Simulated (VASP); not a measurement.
# LiBe (P4/mmm) in VASP: a series of runs, part 3 of 3

VASP 6.6.1. The steps go on from the part before.

### Step 5. Single point, r2SCAN (strain +0.0450 x Voigt [0, 1, 0, 0, 0, 0])

POSCAR

```
LiBe
1.0
    2.8111530000      0.0000000000      0.0000000000
    0.0000000000      2.9376548850      0.0000000000
    0.0000000000      0.0000000000      2.8111530000
Li Be
1 1
Direct
    0.0000000000      0.0000000000      0.0000000000
    0.5000000000      0.5000000000      0.5000000000
```

INCAR.step1

```
PREC     = Accurate       # precision mode
ENCUT    = 520            # plane-wave cutoff, eV
ISMEAR   = 0              # smearing method
SIGMA    = 0.15           # smearing width, eV
LREAL    = F              # projectors in reciprocal space
LASPH    = T              # aspherical terms in the spheres
NELM     = 60             # most SCF steps
NBANDS   = 10             # bands
GGA      = PE             # functional
ALGO     = Normal         # electronic algorithm
EDIFF    = 1E-4           # SCF threshold, eV
LWAVE    = T              # write WAVECAR
LCHARG   = F              # write CHGCAR
```

INCAR.step2

```
PREC     = Accurate       # precision mode
ENCUT    = 520            # plane-wave cutoff, eV
EDIFF    = 1E-6           # SCF threshold, eV
ISMEAR   = 0              # smearing method
SIGMA    = 0.15           # smearing width, eV
LREAL    = F              # projectors in reciprocal space
LASPH    = T              # aspherical terms in the spheres
NELM     = 60             # most SCF steps
ALGO     = Normal         # electronic algorithm
ISIF     = 2              # what is computed and relaxed
LWAVE    = F              # write WAVECAR
LCHARG   = F              # write CHGCAR
METAGGA  = R2SCAN         # meta-GGA
LMIXTAU  = T            
NBANDS   = 10             # bands
ISTART   = 1
```

KPOINTS

```
regular mesh
0
Gamma
  16 16 16
```

Potentials or basis: VASP PAW PBE potentials, release 64 (Li_sv, Be).

Command:

```bash
$ cat potpaw_PBE.64/Li_sv/POTCAR potpaw_PBE.64/Be/POTCAR > POTCAR
$ cp INCAR.step1 INCAR
$ mpirun -np 1 vasp_std > vasp.out
$ cp INCAR.step2 INCAR
$ mpirun -np 1 vasp_std > vasp.out
```

OUTCAR:

```text
PREC = Accurate
   ENCUT = 520
   EDIFF = 1E-6
   ISMEAR = 0
   LREAL = F
   LASPH = T
   NELM = 60
   ISIF = 2
   METAGGA = R2SCAN
   ISTART = 1

 ion  position               nearest neighbor table
   1  0.000  0.000  0.000-   2 2.47   2 2.47   2 2.47   2 2.47   2 2.47   2 2.47   2 2.47   2 2.47

   2  0.500  0.500  0.500-   1 2.47   1 2.47   1 2.47   1 2.47   1 2.47   1 2.47   1 2.47   1 2.47

  LATTYP: Found a simple tetragonal cell.
 ALAT       =     2.8111530000
 C/A-ratio  =     1.0450000000

  Lattice vectors:

 A1 = (  -2.8111530000,   0.0000000000,   0.0000000000)
 A2 = (   0.0000000000,   0.0000000000,   2.8111530000)
 A3 = (   0.0000000000,   2.9376548850,   0.0000000000)

Analysis of symmetry for initial positions (statically):
=====================================================================
 Subroutine PRICEL returns:
 Original cell was already a primitive cell.

 Routine SETGRP: Setting up the symmetry group for a
 simple tetragonal supercell.

 Subroutine GETGRP returns: Found 16 space group operations
 (whereof 16 operations were pure point group operations)
 out of a pool of 16 trial point group operations.

The static configuration has the point symmetry D_4h.

Analysis of symmetry for dynamics (positions and initial velocities):
=====================================================================
 Subroutine PRICEL returns:
 Original cell was already a primitive cell.

 Routine SETGRP: Setting up the symmetry group for a
 simple tetragonal supercell.

 Subroutine GETGRP returns: Found 16 space group operations
 (whereof 16 operations were pure point group operations)
 out of a pool of 16 trial point group operations.

The dynamic configuration has the point symmetry D_4h.

 Subroutine INISYM returns: Found 16 space group operations
 (whereof 16 operations are pure point group operations),
 and found     1 'primitive' translations
[... 118 lines left out ...]
  Thomas-Fermi vector in A             =   2.112312
   LORBIT       =      0    0 simple, 1 ext, 2 COOP (PROOUT), +10 PAW based schemes
   METAGGA = R2SCAN    functional components
   LHFCALC =     F    Hartree Fock is set to
   AEXX    =    0.0000 exact exchange contribution
   IVDW    =     0    specifies the selected vdW correction
   LEPSILON=     F    determine dielectric tensor
   LRPA    =     F    only Hartree local field effects (RPA)
 non-spin polarized calculation
 Gauss-broadening in eV      SIGMA  =   0.15
  energy-cutoff  :      520.00
  volume of cell :       23.22
 maximum number of plane-waves:       647
 NGX is ok and might be reduce to    24
   NGX = 11   NGY = 11   NGZ = 11

 number of electron       5.0000000 magnetization

 Free energy of the ion-electron system (eV)
  ---------------------------------------------------
  ext. energy  EPLUGINS =         0.00000000
  ---------------------------------------------------
  free energy    TOTEN  =        -5.96318895 eV

  energy without entropy =       -5.95762890  energy(sigma->0) =       -5.96040893

 E-fermi :   2.7179     XC(G=0):  -9.5782

 val. band max:        2.6853145265   @ k =   0.3750   0.1250   0.3750
 cond. band min:       2.7280385162   @ k =   0.1250   0.3125   0.0000
 fundamental gap:      0.0427239897
 Fermi energy:         2.7178755022

 k-point     1 :       0.0000    0.0000    0.0000
  band No.  band energies     occupation
      1     -43.7148      2.00000
      2      -4.2137      2.00000
      3       8.3791      0.00000
      4       9.7557      0.00000
      5       9.7557      0.00000
      6      13.1232      0.00000
      7      14.0765      0.00000
      8      22.3984      0.00000
      9      23.5666      0.00000
     10      23.9297      0.00000
[... 287 lines left out ...]
 k-point    24 :       0.3125    0.1250    0.0000
  band No.  band energies     occupation
      1     -43.6992      2.00000
      2      -2.6299      2.00000
      3       3.1980      0.00001
      4       8.5333      0.00000
      5      11.5770      0.00000
      6      15.9636      0.00000
      7      17.4231      0.00000
      8      19.5689      0.00000
      9      19.9675      0.00000
     10      22.2513      0.00000

 [... further k-points ...]

------------------------ aborting loop because EDIFF is reached ----------------------------------------

  FORCE on cell =-STRESS in cart. coord.  units (eV):
  Direction    XX          YY          ZZ          XY          YZ          ZX
  --------------------------------------------------------------------------------------
  -------------------------------------------------------------------------------------
  Total       -0.1400544     -0.2768723     -0.1400544     -0.0000000      0.0000000      0.0000000
  in kB       -9.6657945    -19.1082222     -9.6657945     -0.0000000      0.0000000      0.0000000
  external PRESSURE =     -12.8132704 kB  Pullay stress =       0.0000000 kB

 VOLUME and BASIS-vectors are now :
 -----------------------------------------------------------------------------
  energy-cutoff  :      520.00
  volume of cell :       23.22
      direct lattice vectors                 reciprocal lattice vectors
     2.811153000  0.000000000  0.000000000     0.355725925  0.000000000  0.000000000
     0.000000000  2.937654885  0.000000000     0.000000000  0.340407583  0.000000000
     0.000000000  0.000000000  2.811153000     0.000000000  0.000000000  0.355725925

 POSITION                                       TOTAL-FORCE (eV/Angst)
 -----------------------------------------------------------------------------------
      0.00000      0.00000      0.00000         0.000000      0.000000      0.000000
      1.40558      1.46883      1.40558         0.000000      0.000000      0.000000
 -----------------------------------------------------------------------------------
    total drift:                               -0.000000      0.000000      0.000000

  FREE ENERGIE OF THE ION-ELECTRON SYSTEM (eV)
  ---------------------------------------------------
  free  energy   TOTEN  =        -5.9631889534 eV

  energy  without entropy=       -5.9576288977  energy(sigma->0) =       -5.96040893
```

OUTCAR.step1:

```text
PREC = Accurate
   ENCUT = 520
   ISMEAR = 0
   LREAL = F
   LASPH = T
[... 535 lines left out ...]
 -----------------------------------------------------------------------------------
      0.00000      0.00000      0.00000         0.000000      0.000000      0.000000
      1.40558      1.46883      1.40558         0.000000      0.000000      0.000000
 -----------------------------------------------------------------------------------
    total drift:                               -0.000000      0.000000      0.000000

  FREE ENERGIE OF THE ION-ELECTRON SYSTEM (eV)
  ---------------------------------------------------
  free  energy   TOTEN  =        -4.9434047914 eV

  energy  without entropy=       -4.9373469785  energy(sigma->0) =       -4.94037588
```

It took 4 min on 1 thread of AMD EPYC 9R45 (Zen 5), shared host; peak memory 0.17 GiB.

What came out:

```yaml
Free_energy: -5.9632 eV
Band_gap_on_the_k_mesh: zero (an odd number of electrons rules out a gap without spin polarisation)
```

Caveat: the cell differs from its parent crystal (strain +0.0450 x Voigt [0, 1, 0, 0, 0, 0]); the cutoff is under 1.25 times the usual one of these potentials, so pressure, stress and relaxed cells hold a basis-set (Pulay) error; the PAW data sets were made with another functional, which shifts forces and pressure a little.

### Step 6. Single point, r2SCAN (strain +0.0600 x Voigt [0, 1, 0, 0, 0, 0])

POSCAR: that of step 5 with these lines changed.

```diff
@@ -3,3 +3,3 @@
     2.8111530000      0.0000000000      0.0000000000
-    0.0000000000      2.9376548850      0.0000000000
+    0.0000000000      2.9798221800      0.0000000000
     0.0000000000      0.0000000000      2.8111530000
```

INCAR.step1

```
PREC = Accurate
ENCUT = 520
ISMEAR = 0
SIGMA = 0.15
LREAL = False
LASPH = True
NELM = 80
NBANDS = 10
GGA = PE
ALGO = Normal
EDIFF = 1E-4
LWAVE = True
LCHARG = False
```

INCAR.step2

```
PREC = Accurate
ENCUT = 520
EDIFF = 1E-6
ISMEAR = 0
SIGMA = 0.15
LREAL = False
LASPH = True
NELM = 80
ALGO = Normal
ISIF = 2
LWAVE = False
LCHARG = False
METAGGA = R2SCAN
LMIXTAU = True
NBANDS = 10
ISTART = 1
```

KPOINTS

```
Automatic mesh
0
Gamma
  16 16 16
```

Potentials or basis: VASP PAW PBE potentials, release 64 (Li_sv, Be).

Command:

```bash
$ cat potpaw_PBE.64/Li_sv/POTCAR potpaw_PBE.64/Be/POTCAR > POTCAR
$ cp INCAR.step1 INCAR
$ mpirun -np 1 vasp_std > vasp.out
$ cp INCAR.step2 INCAR
$ mpirun -np 1 vasp_std > vasp.out
```

It took 3.8 min on 1 thread of AMD EPYC 9R45 (Zen 5), shared host; peak memory 0.18 GiB.

The run converged. Its results:

- Free energy: -5.9591 eV
- Band gap on the k mesh: zero (an odd number of electrons rules out a gap without spin polarisation)

Levels at points of the mesh, in eV from the Fermi level:
```tsv
k point	band 1	band 2	band 3	band 4	band 5	band 6	band 7	band 8
(0.00, 0.00, 0.00)	-46.45	-6.90	5.33	7.12	7.12	10.16	11.43	19.44
(0.50, 0.00, 0.00)	-46.44	-3.88	-2.32	8.47	10.04	12.42	14.42	14.48
(0.00, 0.50, 0.00)	-46.44	-4.46	-2.49	9.60	9.60	13.93	13.93	15.31
(0.50, 0.50, 0.00)	-46.42	-1.31	-1.10	0.91	6.11	11.59	17.16	17.26
(0.50, 0.00, 0.50)	-46.42	-0.83	-0.83	1.61	6.37	10.61	15.70	15.70
(0.50, 0.50, 0.50)	-46.41	2.37	2.37	2.79	5.15	5.15	5.31	6.79
```

Caveat: the cell differs from its parent crystal (strain +0.0600 x Voigt [0, 1, 0, 0, 0, 0]); the cutoff is under 1.25 times the usual one of these potentials, so pressure, stress and relaxed cells hold a basis-set (Pulay) error; the PAW data sets were made with another functional, which shifts forces and pressure a little.

### Step 7. Overview

| cell | gap on the mesh (eV) |
| --- | --- |
| a = 2.811, b = 2.642 Å, 2 atoms | none |
| a = 2.811, b = 2.727 Å, 2 atoms | none |
| a = 2.811, b = 2.853 Å, 2 atoms | none |
| a = 2.811, b = 2.938 Å, 2 atoms | none |
| a = 2.811, b = 2.980 Å, 2 atoms | none |

Alike in all rows: task single point; level r2SCAN; potentials or basis VASP PAW PBE potentials, release 64 (Li_sv, Be); no spin polarisation; k mesh 16 × 16 × 16; cutoff (eV) 520; smearing gaussian 0.15 eV.

Caveats: the cutoff is under 1.25 times the usual one of these potentials, so pressure, stress and relaxed cells hold a basis-set (Pulay) error; the PAW data sets were made with another functional, which shifts forces and pressure a little.

Total energies depend on the potentials used, so only differences within one code and one set of settings carry meaning.
